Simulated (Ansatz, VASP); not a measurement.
**BN in VASP and in Ansatz**

INCAR

```
PREC = Accurate ; ENCUT = 520
EDIFF = 1E-7 ; ISMEAR = 0
SIGMA = 0.05 ; LREAL = False
LASPH = True ; NELM = 80
ALGO = Normal ; ISIF = 2
LWAVE = False ; LCHARG = False
GGA = PE ; NBANDS = 16
```

Contents of KPOINTS:

```
Automatic mesh
0
Gamma
  12 12 4
```

Contents of POSCAR:

```
BN
1.0
    2.5121751215      0.0000000000      0.0000000000
   -1.2560875608      2.1756074740      0.0000000000
    0.0000000000      0.0000000000      8.4271279139
B N
2 2
Direct
    0.3333333333      0.6666666667      0.2500000000
    0.6666666667      0.3333333333      0.7500000000
    0.3333333333      0.6666666667      0.7500000000
    0.6666666667      0.3333333333      0.2500000000
```

Input for Ansatz:

```yaml
crystal:
  lattice:
    - [2.5121751215, 0.0, 0.0]
    - [-1.2560875608, 2.175607474, 0.0]
    - [0.0, 0.0, 8.4271279139]
  atoms:
    - { symbol: B, position: [0.3333333333, 0.6666666667, 0.25] }
    - { symbol: B, position: [0.6666666667, 0.3333333333, 0.75] }
    - { symbol: "N", position: [0.3333333333, 0.6666666667, 0.75] }
    - { symbol: "N", position: [0.6666666667, 0.3333333333, 0.25] }
basis:
  ecutwfc: 420
kpoints:
  mp_grid: { grid: [12, 12, 4] }
hamiltonian:
  xc: pbe
scf:
  occupations: { method: gaussian, width: 0.05 }
output:
  forces: true
  stress: true
  eigenvalues: true
  write_density: true
  write_potential: true
  elf: true
  volumetric_format: npy
```

Change from the starting cell: strain +0.0100 x Voigt [0, 0, 1, 0, 0, 0], atoms carried along.

Alike in both runs: task single point; functional PBE; k mesh 12 × 12 × 4; occupations gaussian, width 0.05 eV; no spin polarisation.

```csv
,VASP,Ansatz
version,VASP 6.6.1,Ansatz 0.2.0
potentials or method,"VASP PAW PBE potentials, release 64 (B, N), cutoff 520 eV","scalar-relativistic, plane waves, PAW"
valence electrons in the cell,16,16
```

|  | VASP | Ansatz | Ansatz less VASP |
| --- | --- | --- | --- |
| gap on the k mesh at the Fermi level (eV) | 4.38 | 4.38 | +0.001 |
| least direct gap on the mesh (eV) | 4.66 | 4.66 | +0.003 |
| pressure (GPa) | 0.0 | 0.0 | -0.05 |
| traceless stress, the component that is largest in VASP (GPa) | -0.15 | 0.02 | +0.170 |
